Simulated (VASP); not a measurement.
SiNi, 8 atoms in the cell. Symmetry: Pnma, No. 62, orthorhombic system. The conventional cell has a = 5.202 Å, b = 3.401 Å, c = 5.691 Å, α = 90.00°, β = 90.00°, γ = 90.00°. Si (site symmetry m) has 6 Ni at 2.30 to 2.43 Å and 2 Si at 2.70 Å within 3.0 Å. Within 3.0 Å of Ni (site symmetry m) lie 6 Si at 2.30 to 2.43 Å and 4 Ni at 2.69 to 2.75 Å. 

| Item | Value |
| --- | --- |
| Program | VASP 6.6.1 |
| Task | single point |
| Functional | PBE |
| Potentials or basis | VASP PAW PBE potentials, release 64 (Si, Ni) |
| Cutoff | 520 eV |
| k mesh | 8 × 10 × 6 |
| Occupations | gaussian, width 0.1 eV |
| Spin | no spin polarisation |
| Dipole correction | no |
| Further INCAR settings | ALGO = Normal; EDIFF = 1e-07; NBANDS = 38 |

Potentials or basis: VASP PAW PBE potentials, release 64 (Si, Ni).

Run with:

```sh
$ cat potpaw_PBE.64/Si/POTCAR potpaw_PBE.64/Ni/POTCAR > POTCAR
$ mpirun -np 1 vasp_std > vasp.out
```

Hardware: 1 thread of Intel(R) Xeon(R) Platinum 8375C CPU @ 2.90GHz (Ice Lake), on a shared host.

Task: Estimate the wall time of this run.

Result: Wall time 7.5 min on 1 thread of Intel(R) Xeon(R) Platinum 8375C CPU @ 2.90GHz (Ice Lake) (shared host), peak memory 0.44 GiB. Counts: scf iterations 18, k points 120.
